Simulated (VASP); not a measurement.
A run of VASP 6.6.1 is set up as follows.

Contents of INCAR:

```
PREC = Accurate
ENCUT = 600
EDIFF = 1E-6
ISMEAR = 0
SIGMA = 0.2
LREAL = F
LASPH = T
NELM = 80
ALGO = Normal
ISIF = 3
LWAVE = F
LCHARG = F
GGA = PE
IBRION = 2
NSW = 80
EDIFFG = -0.025
```

File KPOINTS:

```
regular mesh
0
Gamma
  6 4 2
```

The input POSCAR:

```
NbAs4
1.0
    3.4521908451     -0.0650180043     -0.0665883971
   -0.1126144869      6.0483762699      0.1139393793
   -0.1978692230      0.1954757596     10.2312643484
Nb As
2 8
Direct
    0.0759108577      0.0006235593      0.0018897546
    0.4994616327      0.4939331198     -0.0067099544
   -0.0551391579      0.3147206950      0.8334998233
    0.4765284690      0.8281439391      0.8232807034
    0.0234373059      0.3382869493      0.4474258637
    0.4333232784      0.8375582144      0.4279815103
    0.4790949926      0.1741625796      0.1711993920
    0.9864249973      0.6502213843      0.1734944374
    0.5528447582      0.1943355571      0.5687394461
    1.0281128661      0.6680140021      0.5591990236
```

Potentials or basis: VASP PAW PBE potentials, release 64 (Nb_sv, As).

The run is started by

```bash
$ cat potpaw_PBE.64/Nb_sv/POTCAR potpaw_PBE.64/As/POTCAR > POTCAR
$ mpirun -np 1 vasp_std > vasp.out
```

Q: Estimate the band gap on the k mesh.

A: Zero (band 33 reaches 6.18 eV, above the bottom of band 34 at 4.39 eV).

Q: Estimate the space group after relaxing (to 0.05 Å).

A: P1 (No. 1).

Final structure:
```xyz
10
Lattice="3.4550 0.0026 -0.0313 0.0019 6.0784 0.0017 -0.0928 -0.0017 10.3087" Properties=species:S:1:pos:R:3 pbc="T T T"
Nb    3.4437    6.0553   -0.0293
Nb    1.7175    3.0136   -0.0118
As    3.3340    1.9975    8.5671
As    1.6107    5.0334    8.5838
As    3.4143    2.0729    4.3885
As    1.6984    5.1102    4.4120
As    1.7285    0.9933    1.6966
As    0.0038    4.0327    1.7127
As    1.7038    1.0482    5.8657
As   -0.0126    4.0815    5.8868
```
